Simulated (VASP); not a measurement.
# AlN in VASP: single point with PBEsol

Aim: the single point of AlN with PBEsol.

The COD entry that gives the cell may itself be a prediction, so a difference from it is no test against experiment.

All numbers are computed with VASP 6.6.1; they aren't measurements. Logs are shortened: lines on timing, memory, paths and dates and some standing lists are left out, and cuts for length are marked.

### Step 1. The cell of the first run

The typed cell holds 4 atoms: a = 3.188 Å, b = 3.188 Å, c = 5.117 Å, α = 90.00°, β = 90.00°, γ = 120.00°.

### Step 2. Single point, PBEsol

INCAR

```
PREC = Accurate
ENCUT = 520
EDIFF = 1E-6
ISMEAR = 0
SIGMA = 0.012
LREAL = F
LASPH = T
NELM = 80
ALGO = Normal
ISIF = 2
LWAVE = F
LCHARG = F
GGA = PS
NBANDS = 16
```

KPOINTS

```
regular mesh
0
Gamma
  9 9 5
```

POSCAR

```
AlN
1.0
    3.1884304000      0.0000000000      0.0000000000
   -1.5942152000      2.7612578000      0.0000000000
    0.0000000000      0.0000000000      5.1173090900
N Al
2 2
Direct
    0.6667000000      0.3333000000      0.3810000000
    0.3334000000      0.6667000000      0.8810000000
    0.6667000000      0.3333000000      0.0000000000
    0.3334000000      0.6667000000      0.5000000000
```

Potentials or basis: VASP PAW PBE potentials, release 64 (N, Al).

Launch:

```
> cat potpaw_PBE.64/N/POTCAR potpaw_PBE.64/Al/POTCAR > POTCAR
> mpirun -np 1 vasp_std > vasp.out
```

OUTCAR:

```text
PREC = Accurate
   ENCUT = 520
   EDIFF = 1E-6
   ISMEAR = 0
   LREAL = F
   LASPH = T
   NELM = 80
   ISIF = 2
   GGA = PS

 ion  position               nearest neighbor table
   1  0.667  0.333  0.381-   4 1.94   4 1.94   4 1.94   3 1.95
   2  0.333  0.667  0.881-   3 1.94   3 1.94   3 1.94   4 1.95
   3  0.667  0.333  0.000-   2 1.94   2 1.94   2 1.94   1 1.95   4 3.15   4 3.15   4 3.15   4 3.15
                             4 3.15   4 3.15
   4  0.333  0.667  0.500-   1 1.94   1 1.94   1 1.94   2 1.95   3 3.15   3 3.15   3 3.15   3 3.15
                             3 3.15   3 3.15

  LATTYP: Found a hexagonal cell.
 ALAT       =     3.1884304000
 C/A-ratio  =     1.6049618301

  Lattice vectors:

 A1 = (   3.1884304000,   0.0000000000,   0.0000000000)
 A2 = (  -1.5942152000,   2.7612578000,   0.0000000000)
 A3 = (   0.0000000000,   0.0000000000,   5.1173090900)

Analysis of symmetry for initial positions (statically):
=====================================================================
 Subroutine PRICEL returns:
 Original cell was already a primitive cell.

 Routine SETGRP: Setting up the symmetry group for a
 hexagonal supercell.

 Subroutine GETGRP returns: Found  4 space group operations
 (whereof  1 operations were pure point group operations)
 out of a pool of 24 trial point group operations.

The static configuration has the point symmetry C_1 .
 The point group associated with its full space group is C_2v.

Analysis of symmetry for dynamics (positions and initial velocities):
=====================================================================
 Subroutine PRICEL returns:
 Original cell was already a primitive cell.

 Routine SETGRP: Setting up the symmetry group for a
 hexagonal supercell.

 Subroutine GETGRP returns: Found  4 space group operations
 (whereof  1 operations were pure point group operations)
 out of a pool of 24 trial point group operations.

The dynamic configuration has the point symmetry C_1 .
 The point group associated with its full space group is C_2v.

 Subroutine INISYM returns: Found  4 space group operations
 (whereof  1 operations are pure point group operations),
 and found     1 'primitive' translations

----------------------------------------------------------------------------------------

                                     Primitive cell

  volume of cell :      45.0532

  direct lattice vectors                    reciprocal lattice vectors
     3.188430400  0.000000000  0.000000000     0.313633944  0.181076899  0.000000000
    -1.594215200  2.761257800  0.000000000     0.000000000  0.362153798  0.000000000
     0.000000000  0.000000000  5.117309090     0.000000000  0.000000000  0.195415204

  length of vectors
     3.188430400  3.188427001  5.117309090     0.362153412  0.362153798  0.195415204

  position of ions in fractional coordinates (direct lattice)
     0.666700000  0.333300000  0.381000000
     0.333400000  0.666700000  0.881000000
     0.666700000  0.333300000  0.000000000
     0.333400000  0.666700000  0.500000000

  ion indices of the primitive-cell ions
   primitive index   ion index
                 1           1
                 2           2
                 3           3
                 4           4

----------------------------------------------------------------------------------------

 KPOINTS: regular mesh

Automatic generation of k-mesh.
 Grid dimensions read from file:
 generate k-points for:    9    9    5

 Generating k-lattice:

  Cartesian coordinates                     Fractional coordinates (reciprocal lattice)
     0.034848216  0.020119655  0.000000000     0.111111111 -0.000000000  0.000000000
     0.000000000  0.040239311  0.000000000     0.000000000  0.111111111  0.000000000
     0.000000000  0.000000000  0.039083041     0.000000000  0.000000000  0.200000000

  Length of vectors
     0.040239268  0.040239311  0.039083041

  Shift w.r.t. Gamma in fractional coordinates (k-lattice)
     0.000000000  0.000000000  0.000000000

 Subroutine IBZKPT returns following result:
 ===========================================

 Found     75 irreducible k-points:

 Following reciprocal coordinates:
            Coordinates               Weight
  0.000000  0.000000  0.000000      1.000000
  0.111111 -0.000000  0.000000      4.000000
  0.000000  0.111111  0.000000      2.000000
  0.222222 -0.000000  0.000000      4.000000
  0.000000  0.222222  0.000000      2.000000
  0.333333  0.000000  0.000000      4.000000
[... 16 lines left out ...]
 -0.222222 -0.444444  0.000000      4.000000
  0.444444  0.333333  0.000000      4.000000
 [... further k-points ...]
   k-points           NKPTS =     75   k-points in BZ     NKDIM =     75   number of bands    NBANDS=     16
   number of dos      NEDOS =    301   number of ions     NIONS =      4
   total plane-waves  NPLWV =  23040
   dimension x,y,z NGX =    24 NGY =   24 NGZ =   40
   dimension x,y,z NGXF=    48 NGYF=   48 NGZF=   80
   ions per type =               2   2
   NGX,Y,Z   is equivalent  to a cutoff of  12.51, 12.51, 12.99 a.u.
   NGXF,Y,Z  is equivalent  to a cutoff of  25.03, 25.03, 25.99 a.u.
 SYSTEM =  unknown system
   PREC   = accura    normal or accurate (medium, high low for compatibility)
   ISTART =      0    job   : 0-new  1-cont  2-samecut
   ICHARG =      2    charge: 1-file 2-atom 10-const
   ISPIN  =      1    spin polarized calculation?
   LNONCOLLINEAR =      F non collinear calculations
   LSORBIT =      F    spin-orbit coupling
   LASPH  =      T    aspherical Exc in radial PAW
   ENCUT  =  520.0 eV  38.22 Ry    6.18 a.u.   5.93  5.93  9.51*2*pi/ulx,y,z
   NELM   =     80;   NELMIN=  2; NELMDL= -5     # of ELM steps
   EDIFF  = 0.1E-05   stopping-criterion for ELM
   LREAL  =      F    real-space projection
   EDIFFG = 0.1E-04   stopping-criterion for IOM
   NSW    =      0    number of steps for IOM
   IBRION =     -1    ionic relax: 0-MD 1-quasi-New 2-CG
   NFREE  =      0    steps in history (QN), initial steepest desc. (CG)
   ISIF   =      2    stress and relaxation
   ISYM   =      2    0-nonsym 1-usesym 2-fastsym
   POTIM  = 0.5000    time-step for ionic-motion
   TEBEG  =    0.0;   TEEND  =   0.0 temperature during run
   PSTRESS=    0.0 pullay stress
   NELECT =      16.0000    total number of electrons
   NUPDOWN=      -1.0000    fix difference up-down
   EMIN   =  10.00;   EMAX   =-10.00  energy-range for DOS
   EFERMI =   0.00;   METHOD = LEGACY
   ISMEAR =     0;   SIGMA  =   0.01  broadening in eV -4-tet -1-fermi 0-gaus
   EFERMI_NEDOS =   21; number of points for ismear=-14 and -15
   IALGO  =     38    algorithm
   IMIX   =      4    mixing-type and parameters
     AMIX     =   0.40;   BMIX     =  1.00
     AMIX_MAG =   1.60;   BMIX_MAG =  1.00
  volume/ion in A,a.u.               =      11.26        76.01
  Fermi-wavevector in a.u.,A,eV,Ry     =   1.159328  2.190812 18.286792  1.344041
  Thomas-Fermi vector in A             =   2.295922
   LORBIT       =      0    0 simple, 1 ext, 2 COOP (PROOUT), +10 PAW based schemes
   GGA     = PS    functional components
   LHFCALC =     F    Hartree Fock is set to
   AEXX    =    0.0000 exact exchange contribution
   IVDW    =     0    specifies the selected vdW correction
   LEPSILON=     F    determine dielectric tensor
   LRPA    =     F    only Hartree local field effects (RPA)
 non-spin polarized calculation
 Gauss-broadening in eV      SIGMA  =   0.01
  energy-cutoff  :      520.00
  volume of cell :       45.05
 maximum number of plane-waves:      1230
   NGX = 11   NGY = 11   NGZ = 19

 number of electron      16.0000003 magnetization

 Free energy of the ion-electron system (eV)
  ---------------------------------------------------
  ext. energy  EPLUGINS =         0.00000000
  ---------------------------------------------------
  free energy    TOTEN  =       -31.17649986 eV

  energy without entropy =      -31.17649986  energy(sigma->0) =      -31.17649986

 E-fermi :   5.4057     XC(G=0): -10.7813

 val. band max:        5.3388559805   @ k =   0.0000   0.0000   0.0000
 cond. band min:       8.8397646921   @ k =   0.0000   0.0000   0.0000
 fundamental gap:      3.5009087115
 Fermi energy:         5.4057288646

 k-point     1 :       0.0000    0.0000    0.0000
  band No.  band energies     occupation
      1      -9.3651      2.00000
      2      -7.4189      2.00000
      3      -0.3744      2.00000
      4       4.5353      2.00000
      5       4.5362      2.00000
      6       5.1638      2.00000
[... 8 lines left out ...]
     15      17.7110      0.00000
     16      17.7123      0.00000

 k-point     2 :       0.1111   -0.0000    0.0000
  band No.  band energies     occupation
      1      -9.2200      2.00000
      2      -7.3382      2.00000
      3      -0.1972      2.00000
      4       3.8479      2.00000
      5       4.3487      2.00000
      6       4.4662      2.00000
[... 8 lines left out ...]
     15      17.5988      0.00000
     16      17.7839      0.00000

 k-point     3 :       0.0000    0.1111    0.0000
  band No.  band energies     occupation
      1      -9.2200      2.00000
      2      -7.3382      2.00000
      3      -0.1972      2.00000
      4       3.8475      2.00000
      5       4.3493      2.00000
      6       4.4657      2.00000
[... 8 lines left out ...]
     15      17.5993      0.00000
     16      17.7834      0.00000

 k-point     4 :       0.2222   -0.0000    0.0000
  band No.  band energies     occupation
      1      -8.8098      2.00000
      2      -7.1364      2.00000
      3       0.3165      2.00000
      4       2.4007      2.00000
      5       3.2400      2.00000
      6       3.9614      2.00000
[... 8 lines left out ...]
     15      16.8065      0.00000
     16      17.6646      0.00000
[... 324 lines left out ...]
 k-point    22 :       0.3333    0.2222    0.0000
  band No.  band energies     occupation
      1      -7.4237      2.00000
      2      -6.9139      2.00000
      3       0.6475      2.00000
      4       1.5204      2.00000
      5       2.2124      2.00000
      6       2.3778      2.00000
[... 8 lines left out ...]
     15      17.3482      0.00000
     16      18.8896      0.00000

 k-point    23 :      -0.2222   -0.4444    0.0000
  band No.  band energies     occupation
      1      -7.4236      2.00000
      2      -6.9140      2.00000
      3       0.6476      2.00000
      4       1.5199      2.00000
      5       2.2125      2.00000
      6       2.3780      2.00000
[... 8 lines left out ...]
     15      17.3479      0.00000
     16      18.8899      0.00000

 k-point    24 :       0.4444    0.3333    0.0000
  band No.  band energies     occupation
      1      -7.4238      2.00000
      2      -6.9138      2.00000
      3       0.6475      2.00000
      4       1.5205      2.00000
      5       2.2124      2.00000
      6       2.3777      2.00000
[... 8 lines left out ...]
     15      17.3477      0.00000
     16      18.8908      0.00000

 [... further k-points ...]
[... 5 lines left out ...]
  --------------------------------------------------------------------------------------
  -------------------------------------------------------------------------------------
  Total       -3.6885214     -3.6836593     -3.5720976      0.0000000      0.0000000      0.0000000
  in kB     -131.1708538   -130.9979468   -127.0306020      0.0000000      0.0000000      0.0000000
  external PRESSURE =    -129.7331342 kB  Pullay stress =       0.0000000 kB

 VOLUME and BASIS-vectors are now :
 -----------------------------------------------------------------------------
  energy-cutoff  :      520.00
  volume of cell :       45.05
      direct lattice vectors                 reciprocal lattice vectors
     3.188430400  0.000000000  0.000000000     0.313633944  0.181076899  0.000000000
    -1.594215200  2.761257800  0.000000000     0.000000000  0.362153798  0.000000000
     0.000000000  0.000000000  5.117309090     0.000000000  0.000000000  0.195415204

 POSITION                                       TOTAL-FORCE (eV/Angst)
 -----------------------------------------------------------------------------------
      1.59437      0.92033      1.94969         0.000000      0.002046      0.003001
      0.00016      1.84093      4.50835        -0.000000     -0.002046      0.003001
      1.59437      0.92033      0.00000        -0.000000      0.002035     -0.003001
      0.00016      1.84093      2.55865         0.000000     -0.002035     -0.003001
 -----------------------------------------------------------------------------------
    total drift:                                0.000000      0.000000     -0.000800

  FREE ENERGIE OF THE ION-ELECTRON SYSTEM (eV)
  ---------------------------------------------------
  free  energy   TOTEN  =       -31.1764998571 eV

  energy  without entropy=      -31.1764998571  energy(sigma->0) =      -31.17649986
```

It took 30 s on 1 thread of Intel Xeon 6975P-C, shared host; peak memory 0.18 GiB.

Results:

```yaml
Free_energy: -31.1765 eV
Pressure: -13.0 GPa
Largest_force: 0.004 eV/Å
Band_gap_on_the_k_mesh: 3.50 eV, direct
```

Forces in eV/Å, atoms in the order of the input:
```
N    0.000  0.002  0.003
N    0.000 -0.002  0.003
Al   0.000  0.002 -0.003
Al   0.000 -0.002 -0.003
```

Caveat: the PAW data sets were made with another functional, which shifts forces and pressure a little.
